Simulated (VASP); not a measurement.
Set up this calculation in VASP 6.6.1, as the native input.

* Task: relaxation of cell and atoms
* Functional: PBEsol
* Potentials or basis: VASP PAW PBE potentials, release 64 (Na_pv)
* Cutoff: 500 eV
* k mesh: 12 × 12 × 2
* Occupations: gaussian, width 0.1 eV
* Spin: no spin polarisation
* Dipole correction: no
* Further INCAR settings: ALGO = Normal; EDIFF = 1e-07; IBRION = 2; EDIFFG = -0.01; NSW = 65; ISIF = 3

The structure of Na lies in POSCAR:

```
Na
1.0
    3.7272025461      0.0000000000      0.0000000000
   -1.8636012731      3.2278520900      0.0000000000
    0.0000000000      0.0000000000     27.1934882385
Na
9
Direct
    0.0000000000      0.0000000000      0.0000000000
    0.3333333333      0.6666666667      0.1111111111
    0.0000000000      0.0000000000      0.2222222222
    0.3333333333      0.6666666667      0.3333333333
    0.6666666667      0.3333333333      0.4444444444
    0.3333333333      0.6666666667      0.5555555556
    0.6666666667      0.3333333333      0.6666666667
    0.0000000000      0.0000000000      0.7777777778
    0.6666666667      0.3333333333      0.8888888889
```

One way to write it, as run:

INCAR

```
PREC = Accurate
ENCUT = 500
EDIFF = 1E-7
ISMEAR = 0
SIGMA = 0.1
LREAL = F
LASPH = T
NELM = 120
ALGO = Normal
ISIF = 3
LWAVE = F
LCHARG = F
GGA = PS
IBRION = 2
NSW = 65
EDIFFG = -0.01
GGA_COMPAT = F
NELMIN = 4
```

KPOINTS

```
regular mesh
0
Gamma
  12 12 2
```

Potentials or basis: VASP PAW PBE potentials, release 64 (Na_pv).

Command:

```sh
$ cat potpaw_PBE.64/Na_pv/POTCAR > POTCAR
$ mpirun -np 1 vasp_std > vasp.out
```

It gave:

- Pressure after relaxing: 0.0 GPa
- Band gap on the k mesh: zero (an odd number of electrons rules out a gap without spin polarisation)

Caveat: the PAW data sets were made with another functional, which shifts forces and pressure a little.

Wall time 6.6 min on 1 thread of AMD EPYC 7R43 64-Core Processor (Zen 3), on a shared host, peak memory 0.52 GiB.
